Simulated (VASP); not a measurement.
The system is SrVO3.

```
Sr V O
1.0
     3.84090    0.00000    0.00000
     0.00000    3.84090    0.00000
     0.00000    0.00000    3.84090
Sr V O
1 1 3
Direct
  0.50000 0.50000 0.50000
  0.00000 0.00000 0.00000
  0.00000 0.00000 0.50000
  0.00000 0.50000 0.00000
  0.50000 0.00000 0.00000
```

Base run:

| Property | Result |
| --- | --- |
| Program | VASP 6.6.1 |
| Functional | RPBE |
| Potentials or basis | VASP PAW PBE potentials, release 64 (Sr_sv, V_sv, O) |
| Cutoff | 520 eV |
| k mesh | 7 × 7 × 7 |
| Occupations | fermi-dirac, width 0.05 eV |
| Spin | collinear spin, ferromagnetic start |
| Starting moments | [0.0, 2.0, 0.0, 0.0, 0.0] μB |

Its results: pressure 8.2 GPa; net moment -0.01 μB per cell.

Q: The run is repeated on the same cell with these changes: functional from RPBE to PBEsol. What comes out?

A: Pressure -4.0 GPa; net moment 0.00 μB per cell.

PBEsol binds more tightly than RPBE, so the same cell stands under less pressure.

Caveats: the PAW data sets were made with another functional, which shifts forces and pressure a little; the cell stands under pressure (at least some runs); the cell stands under tension (at least some runs).
